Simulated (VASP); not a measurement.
Ir: relaxation of cell and atoms with revPBE

Ir:

```
Ir
1.0
     2.71486    0.00000    0.00000
    -1.35743    2.35114    0.00000
     0.00000    0.00000    4.43337
Ir
2
Direct
  0.33333 0.66667 0.25000
  0.66667 0.33333 0.75000
```

```yaml
Program: VASP 6.6.1
Task: relaxation of cell and atoms
Functional: revPBE
Potentials_or_basis: VASP PAW PBE potentials, release 64 (Ir)
Cutoff: 600 eV
k_mesh: 13 × 13 × 7
Occupations: fermi-dirac, width 0.1 eV
Spin: no spin polarisation
Dipole_correction: no
Further_INCAR_settings: ALGO = Normal; EDIFF = 1e-07; IBRION = 2; EDIFFG = -0.01; NSW = 80; ISIF = 3
```

```json
{"Relaxed volume": "14.73 Å³/atom", "Relaxed cell": "a = 2.758 Å, b = 2.758 Å, c = 4.473 Å, α = 90.00°, β = 90.00°, γ = 120.00°", "Space group after relaxing (to 0.05 Å)": "P6_3/mmc (No. 194)", "Energy gained by relaxing": "26.0 meV/atom", "Ionic steps": "9", "Pressure after relaxing": "0.0 GPa", "Band gap on the k mesh": "zero (band 9 reaches 10.78 eV, above the bottom of band 10 at 7.61 eV)"}
```

Step by step:
```
step  energy change (eV)  largest force (eV/Å)  pressure (GPa)  volume (Å³)
   1              0.0000                0.0000           14.78        28.30
   2              0.4823                0.0000          -32.46        33.99
   3             -0.0514                0.0000           -0.91        29.54
   4             -0.0516                0.0000           -0.11        29.47
   5             -0.0516                0.0000            0.16        29.44
   6             -0.0520                0.0000            0.22        29.44
   7             -0.0520                0.0000            0.21        29.44
   8             -0.0520                0.0000           -0.56        29.51
   9             -0.0521                0.0000            0.02        29.46
```

Final structure:
```
Ir
1.0
     2.75775    0.00000    0.00000
    -1.37888    2.38828    0.00000
     0.00000    0.00000    4.47260
Ir
2
Direct
  0.33333 0.66667 0.25000
  0.66667 0.33333 0.75000
```

Levels at points of the mesh, in eV from the Fermi level:
```
           k point  band 5  band 6  band 7  band 8  band 9  band 10  band 11  band 12  band 13
(0.00, 0.00, 0.00)   -3.63   -3.01   -3.01   -2.25   -2.25    -0.72     0.24     0.24     6.72
```

Run time: 2.1 min on 1 thread of Intel(R) Xeon(R) Platinum 8488C (Sapphire Rapids) (shared host), peak memory 0.19 GiB.

Caveat: the PAW data sets were made with another functional, which shifts forces and pressure a little; spin-orbit coupling is left out, which moves the levels of the heavy elements.
